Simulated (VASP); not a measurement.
# Gd (Im-3m) in VASP: notebook

Runs on Gd. Level: PBE. Tasks: single point.

All numbers are computed with VASP 6.6.1; they aren't measurements. Logs are shortened: lines on timing, memory, paths and dates and some standing lists are left out, and cuts for length are marked.

### 1 The cell of the first run

Symmetry: Im-3m, No. 229, cubic system. The conventional cell has a = 3.436 Å, b = 3.436 Å, c = 3.436 Å, α = 90.00°, β = 90.00°, γ = 90.00°. Gd (site symmetry m-3m) has 14 Gd at 2.98 to 3.44 Å within 3.9 Å.

This isn't the form of Gd at room conditions, which is hcp.

### 2 Single point, PBE, collinear spin, ferromagnetic start

The input, INCAR:

```
PREC = Accurate ; ENCUT = 520
EDIFF = 1E-6 ; ISMEAR = -1
SIGMA = 0.05 ; LREAL = F
LASPH = T ; NELM = 150
ALGO = Normal ; ISIF = 2
LWAVE = F ; LCHARG = F
ISPIN = 2 ; MAGMOM = 7
LORBIT = 11 ; LMAXMIX = 6
GGA = PE ; NBANDS = 19
```

The input, KPOINTS:

```
Automatic mesh
0
Gamma
  16 16 16
```

The input, POSCAR:

```
Gd
1.0
   -1.7179566055      1.7179566055      1.7179566055
    1.7179566055     -1.7179566055      1.7179566055
    1.7179566055      1.7179566055     -1.7179566055
Gd
1
Direct
    0.0000000000      0.0000000000      0.0000000000
```

Potentials or basis: VASP PAW PBE potentials, release 64 (Gd).

On the command line:

```bash
$ cat potpaw_PBE.64/Gd/POTCAR > POTCAR
$ mpirun -np 1 vasp_std > vasp.out
```

OUTCAR:

```text
PREC = Accurate
   ENCUT = 520
   EDIFF = 1E-6
   ISMEAR = -1
   LREAL = F
   LASPH = T
   NELM = 150
   ISIF = 2
   ISPIN = 2
   LORBIT = 11
   GGA = PE

 ion  position               nearest neighbor table
   1  0.000  0.000  0.000-

  LATTYP: Found a body centered cubic cell.
 ALAT       =     3.4359132110

  Lattice vectors:

 A1 = (  -1.7179566055,   1.7179566055,   1.7179566055)
 A2 = (   1.7179566055,  -1.7179566055,   1.7179566055)
 A3 = (   1.7179566055,   1.7179566055,  -1.7179566055)

Analysis of symmetry for initial positions (statically):
=====================================================================
 Subroutine PRICEL returns:
 Original cell was already a primitive cell.

 Routine SETGRP: Setting up the symmetry group for a
 body centered cubic supercell.

 Subroutine GETGRP returns: Found 48 space group operations
 (whereof 48 operations were pure point group operations)
 out of a pool of 48 trial point group operations.

The static configuration has the point symmetry O_h .

Analysis of symmetry for dynamics (positions and initial velocities):
=====================================================================
 Subroutine PRICEL returns:
 Original cell was already a primitive cell.

 Routine SETGRP: Setting up the symmetry group for a
 body centered cubic supercell.

 Subroutine GETGRP returns: Found 48 space group operations
 (whereof 48 operations were pure point group operations)
 out of a pool of 48 trial point group operations.

The dynamic configuration has the point symmetry O_h .

Analysis of structural, dynamic, and magnetic symmetry:
=====================================================================
 Subroutine PRICEL returns:
 Original cell was already a primitive cell.

 Routine SETGRP: Setting up the symmetry group for a
 body centered cubic supercell.

 Subroutine GETGRP returns: Found 48 space group operations
 (whereof 48 operations were pure point group operations)
 out of a pool of 48 trial point group operations.

The overall configuration has the point symmetry O_h .

 Subroutine INISYM returns: Found 48 space group operations
 (whereof 48 operations are pure point group operations),
 and found     1 'primitive' translations

----------------------------------------------------------------------------------------

                                     Primitive cell

  volume of cell :      20.2813

[... 98 lines left out ...]
   NUPDOWN=      -1.0000    fix difference up-down
   EMIN   =  10.00;   EMAX   =-10.00  energy-range for DOS
   EFERMI =   0.00;   METHOD = LEGACY
   ISMEAR =    -1;   SIGMA  =   0.05  broadening in eV -4-tet -1-fermi 0-gaus
   EFERMI_NEDOS =   21; number of points for ismear=-14 and -15
   IALGO  =     38    algorithm
   IMIX   =      4    mixing-type and parameters
     AMIX     =   0.40;   BMIX     =  1.00
     AMIX_MAG =   1.60;   BMIX_MAG =  1.00
  volume/ion in A,a.u.               =      20.28       136.87
  Fermi-wavevector in a.u.,A,eV,Ry     =   1.573259  2.973028 33.676365  2.475143
  Thomas-Fermi vector in A             =   2.674570
   LORBIT       =     11    0 simple, 1 ext, 2 COOP (PROOUT), +10 PAW based schemes
   GGA     = PE    functional components
   LHFCALC =     F    Hartree Fock is set to
   AEXX    =    0.0000 exact exchange contribution
   IVDW    =     0    specifies the selected vdW correction
   LEPSILON=     F    determine dielectric tensor
   LRPA    =     F    only Hartree local field effects (RPA)
 spin polarized calculation
  energy-cutoff  :      520.00
  volume of cell :       20.28
 maximum number of plane-waves:       564
 NGX is ok and might be reduce to    24
   NGX = 11   NGY = 11   NGZ = 11

 number of electron      17.9999998 magnetization       7.4845874

 Free energy of the ion-electron system (eV)
  ---------------------------------------------------
  ext. energy  EPLUGINS =         0.00000000
  ---------------------------------------------------
  free energy    TOTEN  =       -10.58281555 eV

  energy without entropy =      -10.57228469  energy(sigma->0) =      -10.57755012

 E-fermi :   5.7114     XC(G=0): -12.4024

 val. band max:        5.6950548486   @ k =   0.1875   0.0625   0.0625
 cond. band min:       5.7195157783   @ k =  -0.3750   0.3750   0.1875
 fundamental gap:      0.0244609297
 Fermi energy:         5.7113875346

 spin component 1

 k-point     1 :       0.0000    0.0000    0.0000
  band No.  band energies     occupation
      1     -39.1843      1.00000
      2     -15.1172      1.00000
      3     -15.1172      1.00000
      4     -15.1172      1.00000
      5       0.5405      1.00000
      6       1.3579      1.00000
[... 517 lines left out ...]
     18      19.5317      0.00000
     19      22.1205      0.00000

 [... further k-points ...]

 spin component 2

 k-point     1 :       0.0000    0.0000    0.0000
  band No.  band energies     occupation
      1     -36.0327      1.00000
      2     -12.6293      1.00000
      3     -12.6293      1.00000
      4     -12.6293      1.00000
      5       1.7201      1.00000
      6       6.4193      0.00000
[... 517 lines left out ...]
     18      20.8532      0.00000
     19      23.5561      0.00000

 [... further k-points ...]

------------------------ aborting loop because EDIFF is reached ----------------------------------------

  FORCE on cell =-STRESS in cart. coord.  units (eV):
  Direction    XX          YY          ZZ          XY          YZ          ZX
  --------------------------------------------------------------------------------------
  -------------------------------------------------------------------------------------
  Total        4.6265614      4.6265614      4.6265614     -0.0000000      0.0000000      0.0000000
  in kB      365.4873529    365.4873529    365.4873529     -0.0000000      0.0000000      0.0000000
  external PRESSURE =     365.4873529 kB  Pullay stress =       0.0000000 kB

 VOLUME and BASIS-vectors are now :
 -----------------------------------------------------------------------------
  energy-cutoff  :      520.00
  volume of cell :       20.28
      direct lattice vectors                 reciprocal lattice vectors
    -1.717956605  1.717956605  1.717956605     0.000000000  0.291043440  0.291043440
     1.717956605 -1.717956605  1.717956605     0.291043440  0.000000000  0.291043440
     1.717956605  1.717956605 -1.717956605     0.291043440  0.291043440  0.000000000

 POSITION                                       TOTAL-FORCE (eV/Angst)
 -----------------------------------------------------------------------------------
      0.00000      0.00000      0.00000        -0.000000      0.000000     -0.000000
 -----------------------------------------------------------------------------------
    total drift:                                0.000000      0.000000     -0.000000

  FREE ENERGIE OF THE ION-ELECTRON SYSTEM (eV)
  ---------------------------------------------------
  free  energy   TOTEN  =       -10.5828155457 eV

  energy  without entropy=      -10.5722846858  energy(sigma->0) =      -10.57755012

 total charge

# of ion       s       p       d       f       tot
--------------------------------------------------
    1        2.100   5.524   0.962   6.990  15.575

 magnetization (x)

# of ion       s       p       d       f       tot
--------------------------------------------------
    1        0.011  -0.044   0.287   6.746   7.000
```

OSZICAR:

```text
N       E                     dE             d eps       ncg     rms          rms(c)
DAV:   1     0.857757000922E+02    0.85776E+02   -0.62155E+03 13942   0.493E+03
DAV:   2     0.295917624018E+01   -0.82817E+02   -0.71610E+02 13741   0.344E+02
[... 15 lines left out ...]
DAV:  18    -0.105827717120E+02    0.31150E-03   -0.23978E-03 14511   0.166E+00    0.180E+00
DAV:  19    -0.105827888955E+02   -0.17183E-04   -0.11831E-03 19074   0.108E+00    0.743E-01
DAV:  20    -0.105828600953E+02   -0.71200E-04   -0.25944E-04 19096   0.335E-01    0.184E-01
DAV:  21    -0.105828116637E+02    0.48432E-04   -0.40763E-04 15147   0.692E-01    0.449E-01
DAV:  22    -0.105828163705E+02   -0.47068E-05   -0.45340E-05 17504   0.212E-01    0.396E-02
DAV:  23    -0.105828155457E+02    0.82477E-06   -0.43787E-06 15893   0.420E-02
   1 F= -.10582816E+02 E0= -.10577550E+02  d E =-.105309E-01  mag=     7.4841
```

Run time: 4.8 min. Hardware: 1 thread of Intel Xeon 8259CL, shared host; peak memory 0.23 GiB.

Results:

| Item | Value |
| --- | --- |
| Free energy | -10.5828 eV |
| Pressure | 36.5 GPa |
| Net moment | 7.48 μB per cell |
| Site moments | Gd +7.00 μB |
| Valence electrons inside the program's atomic spheres | Gd 15.57 |

Levels at points of the mesh, in eV from the Fermi level:
Spin up:
| k point | band 9 | band 10 | band 11 | band 12 | band 13 | band 14 | band 15 | band 16 | band 17 | band 18 |
| --- | --- | --- | --- | --- | --- | --- | --- | --- | --- | --- |
| (0.00, 0.00, 0.00) | -3.90 | -3.90 | -3.90 | -3.78 | 1.61 | 1.61 | 1.61 | 5.18 | 5.18 | 13.01 |
| (0.50, 0.00, 0.00) | -3.92 | -3.92 | -3.85 | -3.54 | -1.13 | 4.50 | 5.50 | 6.66 | 10.51 | 11.02 |
| (0.50, 0.50, 0.50) | -3.86 | -3.86 | -3.86 | -3.83 | -3.83 | 9.09 | 9.09 | 9.09 | 10.71 | 10.71 |
Spin down:
| k point | band 2 | band 3 | band 4 | band 5 | band 6 | band 7 | band 8 | band 9 |
| --- | --- | --- | --- | --- | --- | --- | --- | --- |
| (0.00, 0.00, 0.00) | -18.34 | -18.34 | -18.34 | -3.99 | 0.71 | 0.71 | 0.71 | 1.55 |
| (0.50, 0.00, 0.00) | -21.60 | -19.32 | -18.43 | -2.48 | 0.12 | 0.75 | 0.96 | 1.15 |
| (0.50, 0.50, 0.50) | -20.46 | -20.46 | -20.46 | -3.01 | -3.01 | 0.90 | 1.16 | 1.16 |

Caveat: the cell stands under pressure; spin-orbit coupling is left out, which moves the levels of the heavy elements; semilocal functionals describe open f shells poorly, which spoils levels, moments and volumes.

### 3 Single point, PBE, collinear spin, ferromagnetic start

The input, INCAR:

```
  PREC = Accurate
  ENCUT = 520
  EDIFF = 1E-6
  ISMEAR = -1
  SIGMA = 0.05
  LREAL = False
  LASPH = True
  NELM = 150
  ALGO = Normal
  ISIF = 2
  LWAVE = False
  LCHARG = False
  ISPIN = 2
  MAGMOM = 7
  LORBIT = 11
  LMAXMIX = 6
  GGA = PE
  NBANDS = 19
```

The input, KPOINTS:

```
regular mesh
0
Gamma
  16 16 16
```

The input, POSCAR:

```
Gd
1.0
   -1.7179566054      1.7179566054      1.7179566054
    1.7179566054     -1.7179566054      1.7179566054
    1.7179566054      1.7179566054     -1.7179566054
Gd
1
Direct
    0.0000000000      0.0000000000      0.0000000000
```

Potentials or basis: VASP PAW PBE potentials, release 64 (Gd).

On the command line:

```bash
$ cat potpaw_PBE.64/Gd/POTCAR > POTCAR
$ mpirun -np 1 vasp_std > vasp.out
```

Run time: 4.5 min. Hardware: 1 thread of Intel Xeon 8259CL, shared host; peak memory 0.23 GiB.

It converged, with:

* Free energy: -10.5828 eV
* Pressure: 36.5 GPa
* Net moment: 7.48 μB per cell
* Site moments: Gd +7.00 μB
* Valence electrons inside the program's atomic spheres: Gd 15.57

Levels at points of the mesh, in eV from the Fermi level:
Spin up:
```tsv
k point	band 11	band 12	band 13	band 14	band 15	band 16
(0.00, 0.00, 0.00)	-3.90	-3.78	1.61	1.61	1.61	5.18
(0.50, 0.00, 0.00)	-3.85	-3.54	-1.13	4.50	5.50	6.66
(0.50, 0.50, 0.50)	-3.86	-3.83	-3.83	9.09	9.09	9.09
```
Spin down:
```csv
k point,band 3,band 4,band 5,band 6,band 7,band 8
"(0.00, 0.00, 0.00)",-18.34,-18.34,-3.99,0.71,0.71,0.71
"(0.50, 0.00, 0.00)",-19.32,-18.43,-2.48,0.12,0.75,0.96
"(0.50, 0.50, 0.50)",-20.46,-20.46,-3.01,-3.01,0.90,1.16
```

Caveat: the cell stands under pressure; spin-orbit coupling is left out, which moves the levels of the heavy elements; semilocal functionals describe open f shells poorly, which spoils levels, moments and volumes. The state reached can hang on the start; a lower one may exist.
